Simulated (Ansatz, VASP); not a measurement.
This is a calculation of Tc for Ansatz 0.2.0.

input.yaml

```yaml
crystal:
  lattice:
    - [0.0, 1.95, 1.95]
    - [1.95, 0.0, 1.95]
    - [1.95, 1.95, 0.0]
  atoms:
    - { symbol: Tc, position: [0.0, 0.0, 0.0] }
kpoints:
  mp_grid: { grid: [12, 12, 12] }
scf:
  occupations: { method: gaussian, width: 0.05 }
hamiltonian:
  xc: pbe
  pseudopotentials: { kind: all_electron, lapw: { basis_error: 0.001 } }
output:
  forces: true
  stress: true
  eigenvalues: true
```

Potentials or basis: all-electron LAPW, scalar-relativistic.

Launch:

```sh
$ ansatz run input.yaml --threads 1 --pin off --max-ram 3072MiB --backend cpu --events-out ev --progress --plain --runs-dir out
```

Question: Translate it to VASP 6.6.1. Potentials there: VASP PAW PBE potentials, release 64 (Tc_pv).

Answer: As run (the cutoff follows the program's own potentials):

Contents of INCAR:

```
ALGO = Normal
EDIFF = 1E-6
ENCUT = 520
GGA = PE
ISIF = 2
ISMEAR = 0
LASPH = T
LCHARG = F
LREAL = F
LWAVE = F
NBANDS = 12
NELM = 80
PREC = Accurate
SIGMA = 0.05
```

The input KPOINTS:

```
k-points
0
Gamma
  12 12 12
```

Contents of POSCAR:

```
Tc
1.0
    0.0000000000      1.9500000000      1.9500000000
    1.9500000000      0.0000000000      1.9500000000
    1.9500000000      1.9500000000      0.0000000000
Tc
1
Direct
    0.0000000000      0.0000000000      0.0000000000
```

Potentials or basis: VASP PAW PBE potentials, release 64 (Tc_pv).

Launch:

```bash
$ cat potpaw_PBE.64/Tc_pv/POTCAR > POTCAR
$ mpirun -np 1 vasp_std > vasp.out
```

Both were run:

|  | VASP | Ansatz | Ansatz less VASP |
| --- | --- | --- | --- |
| gap on the k mesh at the Fermi level (eV) | none | none | - |
| pressure (GPa) | -6.9 | -6.3 | +0.60 |

A gap of «none» marks a metal or a gap that the smearing closes. Ansatz ran all-electron here, and VASP with PAW potentials.
